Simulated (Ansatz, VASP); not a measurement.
Co: VASP beside Ansatz

INCAR

```
PREC = Accurate
ENCUT = 520
EDIFF = 1E-6
ISMEAR = -1
SIGMA = 0.1
LREAL = F
LASPH = T
NELM = 80
ALGO = Normal
ISIF = 2
LWAVE = F
LCHARG = T
GGA = B5
ALDAX = 1.0
AGGAX = 1.0
AGGAC = 1.0
ALDAC = 0.0
LELF = T
LVHAR = T
NBANDS = 16
```

File KPOINTS:

```
regular mesh
0
Gamma
  12 12 12
```

The input POSCAR:

```
Co
1.0
    0.0000000000      2.5343639907      2.5343639907
    2.5343639907      0.0000000000      2.5343639907
    2.5343639907      2.5343639907      0.0000000000
Co
2
Direct
    0.1250000000      0.1250000000      0.1250000000
    0.8750000000      0.8750000000      0.8750000000
```

Input for Ansatz:

```yaml
crystal:
  lattice:
    - [0.0, 2.5343639907, 2.5343639907]
    - [2.5343639907, 0.0, 2.5343639907]
    - [2.5343639907, 2.5343639907, 0.0]
  atoms:
    - { symbol: Co, position: [0.125, 0.125, 0.125] }
    - { symbol: Co, position: [0.875, 0.875, 0.875] }
hamiltonian:
  xc: blyp
  pseudopotentials:
    kind: paw
    azcp:
      Co: "pseudopotentials/Co.paw.azcp"
basis:
  ecutwfc: 420
  fft_grid_basis: typed
kpoints:
  mp_grid: { grid: [12, 12, 12], shift: [0, 0, 0] }
magnetization:
  spin_polarized: false
scf:
  occupations: { method: fermi_dirac, width: 0.1 }
  lower_state_search: "off"
output:
  stress: true
```

Alike in both runs: task single point; functional BLYP; k mesh 12 × 12 × 12; occupations fermi-dirac, width 0.1 eV; no spin polarisation.

```csv
,VASP,Ansatz
version,VASP 6.6.1,Ansatz 0.2.0
potentials or method,"VASP PAW PBE potentials, release 64 (Co), cutoff 520 eV","plane waves (420 eV) with PAW, scalar-relativistic"
valence electrons in the cell,18,34
```

Ansatz gave:

* pressure (GPa): -4.1

Q: What did VASP give for the same quantities?

A: Pressure (GPa): -4.3.

VASP's potentials were made for PBE, not for BLYP. With one functional, cell and mesh, what is left measures potentials, basis and numerics. VASP's potentials hold 18 valence electrons a cell and Ansatz's 34, so a difference there can come from the potentials and not from the codes.
